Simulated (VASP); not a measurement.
GaN (wurtzite type): single point with PBE

Crystal: GaN (wurtzite type).

```
Ga N
1.0
    -1.60909    2.78703    0.00000
     0.00000    0.00000    5.24283
     4.82728    2.78703    0.00000
Ga N
4 4
Direct
  0.50000 0.99965 0.16667
  0.00000 0.99965 0.66667
  0.00000 0.49965 0.33333
  0.50000 0.49965 0.83333
  0.50000 0.37635 0.16667
  0.00000 0.37635 0.66667
  0.00000 0.87635 0.33333
  0.50000 0.87635 0.83333
```

```yaml
Program: VASP 6.6.1
Task: single point
Functional: PBE
Potentials_or_basis: VASP PAW PBE potentials, release 64 (Ga_d, N)
Cutoff: 520 eV
k_mesh: 8 × 5 × 5
Occupations: fermi-dirac, width 0.02 eV
Spin: no spin polarisation
Dipole_correction: no
Further_INCAR_settings: ALGO = Normal; EDIFF = 1e-06; NBANDS = 46
```

```json
{
 "Pressure": "0.2 GPa",
 "Band gap on the k mesh": "1.72 eV"
}
```

Levels at points of the mesh, in eV from the valence-band top:
| k point | band 32 | band 33 | band 34 | band 35 | band 36 | band 37 | band 38 | band 39 | band 40 | band 41 |
| --- | --- | --- | --- | --- | --- | --- | --- | --- | --- | --- |
| (0.00, 0.00, 0.00) | -1.00 | -0.96 | -0.04 | 0.00 | 0.00 | 1.72 | 4.07 | 4.98 | 5.38 | 5.98 |
| (0.50, 0.00, 0.00) | -3.86 | -2.02 | -2.02 | -1.84 | -1.84 | 5.75 | 5.75 | 6.42 | 6.42 | 7.63 |

Run time: 4.7 min on 1 thread of AMD EPYC 7R13 (shared host), peak memory 0.25 GiB.
